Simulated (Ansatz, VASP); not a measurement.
**One calculation of C, two programs**

```
C
1.0
     0.00000    3.55380   -3.55380
    -3.55380    0.00000   -3.55380
    -3.55380    3.55380    0.00000
C
15
Direct
  0.25000 0.75000 0.25000
  0.75000 0.25000 0.25000
  0.25000 0.25000 0.25000
  0.75000 0.75000 0.75000
  0.25000 0.75000 0.75000
  0.75000 0.25000 0.75000
  0.25000 0.25000 0.75000
  0.87500 0.37500 0.37500
  0.37500 0.37500 0.37500
  0.86833 0.86833 0.24771
  0.37500 0.87500 0.37500
  0.87500 0.37500 0.87500
  0.37500 0.37500 0.87500
  0.87500 0.87500 0.87500
  0.37500 0.87500 0.87500
```

Change from the starting cell: C vacancy; atom 10 moved 0.375 of the way to it and -0.350 Å across, host rigid.

Alike in both runs: task single point; functional PBEsol; k mesh 6 × 6 × 6; occupations gaussian, width 0.05 eV; no spin polarisation.

```csv
,VASP,Ansatz
version,VASP 6.6.1,Ansatz 0.2.0
potentials or method,"VASP PAW PBE potentials, release 64 (C), cutoff 520 eV","scalar-relativistic, plane waves, PAW"
valence electrons in the cell,60,60
```

```tsv
	VASP	Ansatz	Ansatz less VASP
gap on the k mesh at the Fermi level (eV)	none	none	-
pressure (GPa)	-9.2	-10.2	-1.02
traceless stress, the component that is largest in VASP (GPa)	15.41	15.45	+0.035
rms of the force components (eV/Å)	1.462	1.470	+0.0086
```

VASP's potentials were made for PBE, not for PBEsol, and Ansatz warns of the same on its side. Atom by atom the forces differ by 0.013 eV/Å (rms over components). A gap of «none» marks a metal or a gap that the smearing closes.
